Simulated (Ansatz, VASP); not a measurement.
# MgCd2S3 in VASP and in Ansatz

```xyz
12
Lattice="4.1466 -0.0102 0.0070 -2.0822 3.5893 -0.0027 0.0338 0.0050 20.2316" Properties=species:S:1:pos:R:3 pbc="T T T"
Mg    2.0737    1.1816    3.3545
Mg    2.1013    1.2054   13.4698
Cd   -0.0053   -0.0036    0.0503
Cd    0.0168    0.0037   10.1652
Cd    0.0129    2.3818    6.7120
Cd    0.0208    2.3957   16.8278
S     0.0076    2.3942    9.2728
S     0.0190    2.3924   19.3896
S     2.0841    1.1849    5.8191
S     2.0931    1.1981   15.9341
S     0.0000   -0.0055    2.6199
S     0.0277    0.0167   12.7337
```

Change from the starting cell: cell x2, atoms moved at random (sigma 0.15 Å) and cell strained at random (1.5 %), then relaxed without symmetry.

Alike in both runs: functional PBE; k mesh 6 × 6 × 1; occupations gaussian, width 0.1 eV; no spin polarisation.

Ansatz relaxed the structure, and its values are those at the end. VASP's run is a single point on that final structure, the one shown.

|  | VASP | Ansatz |
| --- | --- | --- |
| version | VASP 6.6.1 | Ansatz 0.2.0 |
| potentials or method | VASP PAW PBE potentials, release 64 (Mg, Cd, S), cutoff 520 eV | scalar-relativistic, plane waves, PAW |
| valence electrons in the cell | 88 | 136 |

VASP gave:

```
gap on the k mesh at the Fermi level (eV) : 1.52
least direct gap on the mesh (eV)         : 1.52
pressure (GPa)                            : 0.1
rms of the force components (eV/Å)        : 0.013
```

Q: Which values does Ansatz return?

A: gap on the k mesh at the Fermi level (eV): 1.52; least direct gap on the mesh (eV): 1.52; pressure (GPa): -0.1; rms of the force components (eV/Å): 0.007.

With one functional, cell and mesh, what is left measures potentials, basis and numerics. VASP's potentials hold 88 valence electrons a cell and Ansatz's 136, so a difference there can come from the potentials and not from the codes.
